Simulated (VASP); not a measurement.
# Ag: single point with revPBE

The system is Ag.

```xyz
1
Lattice="0.0000 2.0966 2.0966 2.0966 0.0000 2.0966 2.0966 2.0966 0.0000" Properties=species:S:1:pos:R:3 pbc="T T T"
Ag    0.0000    0.0000    0.0000
```

```yaml
Program: VASP 6.6.1
Task: single point
Functional: revPBE
Potentials_or_basis: VASP PAW PBE potentials, release 64 (Ag)
Cutoff: 520 eV
k_mesh: 13 × 13 × 13
Occupations: fermi-dirac, width 0.1 eV
Spin: no spin polarisation
Dipole_correction: no
Further_INCAR_settings: ALGO = Normal; EDIFF = 1e-06; NBANDS = 12
```

The pressure is -0.1 GPa.

Levels at points of the mesh, in eV from the Fermi level:
| k point | band 4 | band 5 | band 6 | band 7 | band 8 | band 9 |
| --- | --- | --- | --- | --- | --- | --- |
| (0.00, 0.00, 0.00) | -4.71 | -3.82 | -3.82 | 15.67 | 18.82 | 18.82 |

It took 16 s on 1 thread of Intel Xeon 6975P-C, with other jobs on the host, peak memory 0.15 GiB.

Caveat: the PAW data sets were made with another functional, which shifts forces and pressure a little.
